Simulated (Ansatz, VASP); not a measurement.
## HfN: VASP beside Ansatz

File INCAR:

```
  PREC = Accurate
  ENCUT = 520
  EDIFF = 1E-7
  ISMEAR = 0
  SIGMA = 0.15
  LREAL = F
  LASPH = T
  NELM = 60
  ALGO = Normal
  ISIF = 2
  LWAVE = F
  LCHARG = T
  GGA = PE
  LELF = T
  LVHAR = T
  NBANDS = 14
```

The input KPOINTS:

```
regular mesh
0
Gamma
  18 18 18
```

POSCAR

```
HfN
1.0
    0.0000000000      2.1234600000      2.2590000000
    2.1234600000      0.0000000000      2.2590000000
    2.1234600000      2.1234600000      0.0000000000
Hf N
1 1
Direct
    0.0000000000      0.0000000000      0.0000000000
    0.5000000000      0.5000000000      0.5000000000
```

Input for Ansatz:

```yaml
crystal:
  lattice:
    - [0.0, 2.12346, 2.259]
    - [2.12346, 0.0, 2.259]
    - [2.12346, 2.12346, 0.0]
  atoms:
    - { symbol: Hf, position: [0.0, 0.0, 0.0] }
    - { symbol: "N", position: [0.5, 0.5, 0.5] }
basis:
  ecutwfc: 420
kpoints:
  mp_grid: { grid: [18, 18, 18] }
hamiltonian:
  xc: pbe
scf:
  occupations: { method: gaussian, width: 0.15 }
output:
  forces: true
  stress: true
  eigenvalues: true
```

Change from the starting cell: strain -0.0600 x Voigt [1, 1, 0, 0, 0, 0], atoms carried along.

Alike in both runs: task single point; functional PBE; k mesh 18 × 18 × 18; occupations gaussian, width 0.15 eV; no spin polarisation.

```csv
,VASP,Ansatz
version,VASP 6.6.1,Ansatz 0.2.0
potentials or method,"VASP PAW PBE potentials, release 64 (Hf_pv, N), cutoff 520 eV","scalar-relativistic, plane waves, PAW"
valence electrons in the cell,15,31
```

```csv
,VASP,Ansatz,Ansatz less VASP
gap on the k mesh at the Fermi level (eV),none,none,-
pressure (GPa),52.1,54.5,+2.40
"traceless stress, the component that is largest in VASP (GPa)",-33.39,-33.39,+0.004
```

A gap of «none» marks a metal or a gap that the smearing closes. Both programs put the cell under a high pressure, so it lies far from rest at this level. The functional is the same, so the differences come from potentials, cutoffs and numerics. VASP's potentials hold 15 valence electrons a cell and Ansatz's 31, so a difference there can come from the potentials and not from the codes.

Neither program's run includes spin-orbit coupling.
